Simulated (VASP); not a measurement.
# NaH in VASP: a series of runs

The runs below take NaH through single point, with PBE+D4.

All numbers are computed with VASP 6.6.1; they aren't measurements. Logs are shortened: lines on timing, memory, paths and dates and some standing lists are left out, and cuts for length are marked.

### 1 The cell of the first run

The cell holds a slab with vacuum, 4 atoms: a = 3.451 Å, b = 3.451 Å, c = 18.440 Å, α = 90.00°, β = 90.00°, γ = 90.00°.

### 2 Single point, PBE+D4

Input file INCAR:

```
SYSTEM = NaH
  PREC = Accurate
  ENCUT = 520
  EDIFF = 1E-6
  ISMEAR = -1
  SIGMA = 0.1
  LREAL = .False.
  LASPH = .True.
  NELM = 80
  ALGO = Normal
  ISIF = 2
  LWAVE = .False.
  LCHARG = .False.
  LDIPOL = .True.
  IDIPOL = 3
  DIPOL = 0.5 0.5 0.500
  GGA = PE
  IVDW = 13
  NBANDS = 16
  EFIELD = 0.1
```

Input file KPOINTS:

```
regular mesh
0
Gamma
  4 4 1
  0 0 0
```

Input file POSCAR:

```
NaH
1.0
    3.4506810000      0.0000000000      0.0000000000
    0.0000000000      3.4506810000      0.0000000000
    0.0000000000      0.0000000000     18.4399999348
Na H
2 2
Direct
    0.0000000000      0.0000000000      0.4338394809
    0.5000000000      0.5000000000      0.5661605191
    0.5000000000      0.5000000000      0.4338394809
    0.0000000000      0.0000000000      0.5661605191
```

Potentials or basis: VASP PAW PBE potentials, release 64 (Na_pv, H).

The run is started by

```sh
$ cat potpaw_PBE.64/Na_pv/POTCAR potpaw_PBE.64/H/POTCAR > POTCAR
$ mpirun -np 1 vasp_std > vasp.out
```

OUTCAR:

```text
SYSTEM = NaH
   PREC = Accurate
   ENCUT = 520
   EDIFF = 1E-6
   ISMEAR = -1
   LREAL = .False.
   LASPH = .True.
   NELM = 80
   ISIF = 2
   GGA = PE
   IVDW = 13

 ion  position               nearest neighbor table
   1  0.000  0.000  0.434-
   2  0.500  0.500  0.566-
   3  0.500  0.500  0.434-
   4  0.000  0.000  0.566-

  LATTYP: Found a simple tetragonal cell.
 ALAT       =     3.4506810000
 C/A-ratio  =     5.3438726833

  Lattice vectors:

 A1 = (   3.4506810000,   0.0000000000,   0.0000000000)
 A2 = (   0.0000000000,   3.4506810000,   0.0000000000)
 A3 = (   0.0000000000,   0.0000000000,  18.4399999348)

Analysis of symmetry for initial positions (statically):
=====================================================================
 Subroutine PRICEL returns:
 Original cell was already a primitive cell.

 Routine SETGRP: Setting up the symmetry group for a
 simple tetragonal supercell.

 Subroutine GETGRP returns: Found 16 space group operations
 (whereof  8 operations were pure point group operations)
 out of a pool of 16 trial point group operations.

The static configuration has the point symmetry C_4v.
 The point group associated with its full space group is D_4h.

Analysis of symmetry for dynamics (positions and initial velocities):
=====================================================================
 An external electric field (EFIELD) may reduce the allowed symmetry operations
 Subroutine PRICEL returns:
 Original cell was already a primitive cell.

 Routine SETGRP: Setting up the symmetry group for a
 simple tetragonal supercell.

 Subroutine GETGRP returns: Found  8 space group operations
 (whereof  8 operations were pure point group operations)
 out of a pool of 16 trial point group operations.

The dynamic configuration has the point symmetry C_4v.

 Subroutine INISYM returns: Found  8 space group operations
 (whereof  8 operations are pure point group operations),
 and found     1 'primitive' translations

----------------------------------------------------------------------------------------

                                     Primitive cell

  volume of cell :     219.5688

  direct lattice vectors                    reciprocal lattice vectors
     3.450681000  0.000000000  0.000000000     0.289797869  0.000000000  0.000000000
     0.000000000  3.450681000  0.000000000     0.000000000  0.289797869  0.000000000
     0.000000000  0.000000000 18.439999935     0.000000000  0.000000000  0.054229935

  length of vectors
     3.450681000  3.450681000 18.439999935     0.289797869  0.289797869  0.054229935

  position of ions in fractional coordinates (direct lattice)
     0.000000000  0.000000000  0.433839481
     0.500000000  0.500000000  0.566160519
     0.500000000  0.500000000  0.433839481
     0.000000000  0.000000000  0.566160519

  ion indices of the primitive-cell ions
   primitive index   ion index
                 1           1
                 2           2
                 3           3
                 4           4

----------------------------------------------------------------------------------------

 KPOINTS: regular mesh

Automatic generation of k-mesh.
 Grid dimensions read from file:
 generate k-points for:    4    4    1

 Generating k-lattice:

  Cartesian coordinates                     Fractional coordinates (reciprocal lattice)
     0.072449467  0.000000000  0.000000000     0.250000000  0.000000000  0.000000000
     0.000000000  0.072449467  0.000000000     0.000000000  0.250000000  0.000000000
     0.000000000  0.000000000  0.054229935     0.000000000  0.000000000  1.000000000

  Length of vectors
     0.072449467  0.072449467  0.054229935

  Shift w.r.t. Gamma in fractional coordinates (k-lattice)
     0.000000000  0.000000000  0.000000000

 Subroutine IBZKPT returns following result:
 ===========================================

 Found      6 irreducible k-points:

 Following reciprocal coordinates:
            Coordinates               Weight
  0.000000  0.000000  0.000000      1.000000
  0.250000  0.000000  0.000000      4.000000
  0.500000  0.000000  0.000000      2.000000
  0.250000  0.250000  0.000000      4.000000
  0.500000  0.250000  0.000000      4.000000
  0.500000  0.500000  0.000000      1.000000
   k-points           NKPTS =      6   k-points in BZ     NKDIM =      6   number of bands    NBANDS=     16
   number of dos      NEDOS =    301   number of ions     NIONS =      4
   total plane-waves  NPLWV = 109760
   dimension x,y,z NGX =    28 NGY =   28 NGZ =  140
   dimension x,y,z NGXF=    56 NGYF=   56 NGZF=  280
   ions per type =               2   2
   NGX,Y,Z   is equivalent  to a cutoff of  13.49, 13.49, 12.62 a.u.
   NGXF,Y,Z  is equivalent  to a cutoff of  26.98, 26.98, 25.24 a.u.
 SYSTEM =  NaH
   PREC   = accura    normal or accurate (medium, high low for compatibility)
   ISTART =      0    job   : 0-new  1-cont  2-samecut
   ICHARG =      2    charge: 1-file 2-atom 10-const
   ISPIN  =      1    spin polarized calculation?
   LNONCOLLINEAR =      F non collinear calculations
   LSORBIT =      F    spin-orbit coupling
   LASPH  =      T    aspherical Exc in radial PAW
   ENCUT  =  520.0 eV  38.22 Ry    6.18 a.u.   6.42  6.42 34.29*2*pi/ulx,y,z
   NELM   =     80;   NELMIN=  2; NELMDL= -5     # of ELM steps
   EDIFF  = 0.1E-05   stopping-criterion for ELM
   LREAL  =      F    real-space projection
   EDIFFG = 0.1E-04   stopping-criterion for IOM
   NSW    =      0    number of steps for IOM
   IBRION =     -1    ionic relax: 0-MD 1-quasi-New 2-CG
   NFREE  =      0    steps in history (QN), initial steepest desc. (CG)
   ISIF   =      2    stress and relaxation
   ISYM   =      2    0-nonsym 1-usesym 2-fastsym
   POTIM  = 0.5000    time-step for ionic-motion
   TEBEG  =    0.0;   TEEND  =   0.0 temperature during run
   PSTRESS=    0.0 pullay stress
   NELECT =      16.0000    total number of electrons
   NUPDOWN=      -1.0000    fix difference up-down
   EMIN   =  10.00;   EMAX   =-10.00  energy-range for DOS
   EFERMI =   0.00;   METHOD = LEGACY
   ISMEAR =    -1;   SIGMA  =   0.10  broadening in eV -4-tet -1-fermi 0-gaus
   EFERMI_NEDOS =   21; number of points for ismear=-14 and -15
   IALGO  =     38    algorithm
   IMIX   =      4    mixing-type and parameters
     AMIX     =   0.40;   BMIX     =  1.00
     AMIX_MAG =   1.60;   BMIX_MAG =  1.00
  volume/ion in A,a.u.               =      54.89       370.43
  Fermi-wavevector in a.u.,A,eV,Ry     =   0.683793  1.292181  6.361715  0.467573
  Thomas-Fermi vector in A             =   1.763259
   LORBIT       =      0    0 simple, 1 ext, 2 COOP (PROOUT), +10 PAW based schemes
   GGA     = PE    functional components
   LHFCALC =     F    Hartree Fock is set to
   AEXX    =    0.0000 exact exchange contribution
   IVDW    =    13    specifies the selected vdW correction
   LEPSILON=     F    determine dielectric tensor
   LRPA    =     F    only Hartree local field effects (RPA)
 non-spin polarized calculation
  energy-cutoff  :      520.00
  volume of cell :      219.57
 maximum number of plane-waves:      5933
 NGX is ok and might be reduce to    28
   NGX = 13   NGY = 13   NGZ = 69

 number of electron      16.0000004 magnetization

 dipolmoment           0.000000      0.000000      0.026336 electrons x Angstroem

 Free energy of the ion-electron system (eV)
  ---------------------------------------------------
  ext. energy  EPLUGINS =         0.00000000
  ---------------------------------------------------
  free energy    TOTEN  =        -9.86014087 eV

  energy without entropy =       -9.86014068  energy(sigma->0) =       -9.86014078

 E-fermi :  -1.7802     XC(G=0):  -2.6692

 val. band max:       -3.2790873652   @ k =   0.5000   0.5000   0.0000
 cond. band min:      -0.3229989212   @ k =   0.0000   0.0000   0.0000
 fundamental gap:      2.9560884440
 Fermi energy:        -1.7802434218

 k-point     1 :       0.0000    0.0000    0.0000
  band No.  band energies     occupation
      1     -26.0062      2.00000
      2     -25.9354      2.00000
      3     -25.9238      2.00000
      4     -25.9238      2.00000
      5     -25.8608      2.00000
      6     -25.8608      2.00000
      7      -6.2812      2.00000
      8      -4.6648      2.00000
      9      -0.3230      0.00000
     10       0.3024      0.00000
     11       0.9587      0.00000
     12       2.2677      0.00000
     13       2.7255      0.00000
     14       4.7281      0.00000
     15       4.7903      0.00000
     16       6.6764      0.00000

 k-point     2 :       0.2500    0.0000    0.0000
  band No.  band energies     occupation
      1     -26.0028      2.00000
      2     -25.9534      2.00000
      3     -25.9277      2.00000
      4     -25.9214      2.00000
      5     -25.8821      2.00000
      6     -25.8593      2.00000
      7      -5.6335      2.00000
      8      -4.2273      2.00000
      9       0.3910      0.00000
     10       0.7771      0.00000
     11       1.6771      0.00000
     12       2.4729      0.00000
     13       3.0683      0.00000
     14       3.6953      0.00000
     15       3.7883      0.00000
     16       5.8402      0.00000

 k-point     3 :       0.5000    0.0000    0.0000
  band No.  band energies     occupation
      1     -25.9997      2.00000
      2     -25.9745      2.00000
      3     -25.9286      2.00000
      4     -25.9191      2.00000
      5     -25.9026      2.00000
      6     -25.8577      2.00000
      7      -4.2688      2.00000
      8      -4.1972      2.00000
      9       0.5909      0.00000
     10       0.6897      0.00000
     11       2.7184      0.00000
     12       2.8248      0.00000
     13       3.6908      0.00000
     14       3.7512      0.00000
     15       4.1752      0.00000
     16       4.1845      0.00000

 k-point     4 :       0.2500    0.2500    0.0000
  band No.  band energies     occupation
      1     -25.9994      2.00000
      2     -25.9515      2.00000
      3     -25.9427      2.00000
      4     -25.9265      2.00000
      5     -25.8805      2.00000
      6     -25.8786      2.00000
      7      -5.0449      2.00000
      8      -3.8549      2.00000
      9       1.0653      0.00000
     10       1.3906      0.00000
     11       2.4405      0.00000
     12       3.0314      0.00000
     13       3.1924      0.00000
     14       3.2509      0.00000
     15       4.3898      0.00000
     16       4.9773      0.00000

 k-point     5 :       0.5000    0.2500    0.0000
  band No.  band energies     occupation
      1     -25.9961      2.00000
      2     -25.9683      2.00000
      3     -25.9410      2.00000
      4     -25.9299      2.00000
      5     -25.8989      2.00000
      6     -25.8773      2.00000
      7      -3.8721      2.00000
      8      -3.7997      2.00000
      9       1.2717      0.00000
     10       1.3679      0.00000
     11       3.3963      0.00000
     12       3.5905      0.00000
     13       3.8282      0.00000
     14       3.9511      0.00000
     15       4.7557      0.00000
     16       4.7771      0.00000

 k-point     6 :       0.5000    0.5000    0.0000
  band No.  band energies     occupation
      1     -25.9925      2.00000
      2     -25.9618      2.00000
      3     -25.9618      2.00000
      4     -25.9319      2.00000
      5     -25.8964      2.00000
      6     -25.8964      2.00000
      7      -3.3528      2.00000
      8      -3.2791      2.00000
      9       1.8079      0.00000
     10       1.8079      0.00000
     11       3.7292      0.00000
     12       3.7292      0.00000
     13       4.6893      0.00000
     14       4.8429      0.00000
     15       5.8360      0.00000
     16       5.8361      0.00000

------------------------ aborting loop because EDIFF is reached ----------------------------------------

 vacuum level on the upper side and lower side of the slab       (xc-potential included)        -0.791         0.653

  DFT-D4 for vdW energy calculation

  Edisp (eV):   -0.15092

  FORCE on cell =-STRESS in cart. coord.  units (eV):
  Direction    XX          YY          ZZ          XY          YZ          ZX
  --------------------------------------------------------------------------------------
  -------------------------------------------------------------------------------------
  Total      -1.05147    -1.05147    -0.20650     0.00000     0.00000     0.00000
  in kB      -7.67254    -7.67254    -1.50681     0.00000     0.00000     0.00000
  external pressure =       -5.62 kB  Pullay stress =        0.00 kB

 VOLUME and BASIS-vectors are now :
 -----------------------------------------------------------------------------
  energy-cutoff  :      520.00
  volume of cell :      219.57
      direct lattice vectors                 reciprocal lattice vectors
     3.450681000  0.000000000  0.000000000     0.289797869  0.000000000  0.000000000
     0.000000000  3.450681000  0.000000000     0.000000000  0.289797869  0.000000000
     0.000000000  0.000000000 18.439999935     0.000000000  0.000000000  0.054229935

 POSITION                                       TOTAL-FORCE (eV/Angst)
 -----------------------------------------------------------------------------------
      0.00000      0.00000      8.00000        -0.000000     -0.000000      0.039272
      1.72534      1.72534     10.44000        -0.000000      0.000000     -0.102586
      1.72534      1.72534      8.00000         0.000000      0.000000      0.034187
      0.00000      0.00000     10.44000        -0.000000      0.000000      0.029127
 -----------------------------------------------------------------------------------
    total drift:                                0.000000      0.000000      0.000025

  FREE ENERGIE OF THE ION-ELECTRON SYSTEM (eV)
  ---------------------------------------------------
  free  energy   TOTEN  =       -10.0110637322 eV

  energy  without entropy=      -10.0110635436  energy(sigma->0) =      -10.01106364

 vacuum level on the upper side and lower side of the slab         0.079         1.525
```

Run time: 38 s. Hardware: 1 thread of Intel Xeon 8259CL, shared host; peak memory 0.32 GiB.

What came out:

| Property | Result |
| --- | --- |
| Free energy | -10.0111 eV |
| Largest force | 0.103 eV/Å |
| Band gap on the k mesh | 2.96 eV, indirect (least direct gap 4.34 eV) |
| Dispersion energy per atom | -0.038 eV |

Forces in eV/Å, atoms in the order of the input:
```
Na   0.000  0.000  0.039
Na   0.000  0.000 -0.103
H    0.000  0.000  0.034
H    0.000  0.000  0.029
```

Levels at points of the mesh, in eV from the valence-band top:
| k point | band 5 | band 6 | band 7 | band 8 | band 9 | band 10 | band 11 | band 12 |
| --- | --- | --- | --- | --- | --- | --- | --- | --- |
| (0.00, 0.00, 0.00) | -22.58 | -22.58 | -3.00 | -1.39 | 2.96 | 3.58 | 4.24 | 5.55 |
| (0.50, 0.00, 0.00) | -22.62 | -22.58 | -0.99 | -0.92 | 3.87 | 3.97 | 6.00 | 6.10 |
| (0.50, 0.50, 0.00) | -22.62 | -22.62 | -0.07 | 0.00 | 5.09 | 5.09 | 7.01 | 7.01 |

Caveat: the k points lie up to 0.46 Å⁻¹ apart.

### 3 Single point, PBE+D4

Input file INCAR:

```
ALGO = Normal
DIPOL = 0.5 0.5 0.500
EDIFF = 1E-6
EFIELD = 0.05
ENCUT = 520
GGA = PE
IDIPOL = 3
ISIF = 2
ISMEAR = -1
IVDW = 13
LASPH = True
LCHARG = False
LDIPOL = True
LREAL = False
LWAVE = False
NBANDS = 16
NELM = 80
PREC = Accurate
SIGMA = 0.1
```

Input file KPOINTS:

```
k-points
0
Gamma
  4 4 1
```

POSCAR is that of step 2.

Potentials or basis: VASP PAW PBE potentials, release 64 (Na_pv, H).

The run is started by

```sh
$ cat potpaw_PBE.64/Na_pv/POTCAR potpaw_PBE.64/H/POTCAR > POTCAR
$ mpirun -np 1 vasp_std > vasp.out
```

Wall time 42 s (1 thread of Intel Xeon 8259CL, shared host); peak memory 0.32 GiB.

It converged, with:

```yaml
Free_energy: -10.0101 eV
Largest_force: 0.087 eV/Å
Band_gap_on_the_k_mesh: 3.03 eV, indirect (least direct gap 4.40 eV)
Dispersion_energy_per_atom: -0.038 eV
```

Forces in eV/Å, atoms in the order of the input:
```
Na   0.000  0.000  0.055
Na   0.000  0.000 -0.087
H    0.000  0.000  0.018
H    0.000  0.000  0.013
```

Levels at points of the mesh, in eV from the valence-band top:
| k point | band 4 | band 5 | band 6 | band 7 | band 8 | band 9 | band 10 | band 11 | band 12 | band 13 |
| --- | --- | --- | --- | --- | --- | --- | --- | --- | --- | --- |
| (0.00, 0.00, 0.00) | -22.61 | -22.58 | -22.58 | -2.98 | -1.37 | 3.03 | 3.57 | 4.34 | 5.49 | 6.04 |
| (0.50, 0.00, 0.00) | -22.62 | -22.61 | -22.58 | -0.95 | -0.92 | 3.91 | 3.96 | 6.07 | 6.12 | 7.05 |
| (0.50, 0.50, 0.00) | -22.65 | -22.61 | -22.61 | -0.04 | 0.00 | 5.11 | 5.11 | 7.03 | 7.03 | 8.03 |

Caveat: the k points lie up to 0.46 Å⁻¹ apart.
